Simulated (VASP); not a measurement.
A run of VASP 6.6.1 is set up as follows.

File INCAR:

```
PREC = Accurate ; ENCUT = 520
EDIFF = 1E-6 ; ISMEAR = 0
SIGMA = 0.1 ; LREAL = F
LASPH = T ; NELM = 60
ALGO = Fast ; ISIF = 2
LWAVE = F ; LCHARG = F
GGA = PE ; NBANDS = 25
```

File KPOINTS:

```
Automatic mesh
0
Gamma
  8 8 14
```

File POSCAR:

```
Cs2CdSi
1.0
    7.1702625857      0.0000000000      0.0000000000
    0.0000000000      7.1702625857      0.0000000000
    0.0000000000      0.0000000000      3.6056207044
Cs Cd Si
2 1 1
Direct
    0.0000000000      0.5000000000      0.5000000000
    0.5000000000      0.0000000000      0.5000000000
    0.5000000000      0.5000000000      0.5000000000
    0.0000000000      0.0000000000      0.0000000000
```

Potentials or basis: VASP PAW PBE potentials, release 64 (Cs_sv, Cd, Si).

Run with:

```bash
$ cat potpaw_PBE.64/Cs_sv/POTCAR potpaw_PBE.64/Cd/POTCAR potpaw_PBE.64/Si/POTCAR > POTCAR
$ mpirun -np 1 vasp_std > vasp.out
```

(1) Estimate the pressure.

(2) Estimate the band gap on the k mesh.

Results:

(1) 0.0 GPa.

(2) zero (bands 17 and 18 overlap by 0.28 eV).

Caveat: spin-orbit coupling is left out, which moves the levels of the heavy elements.
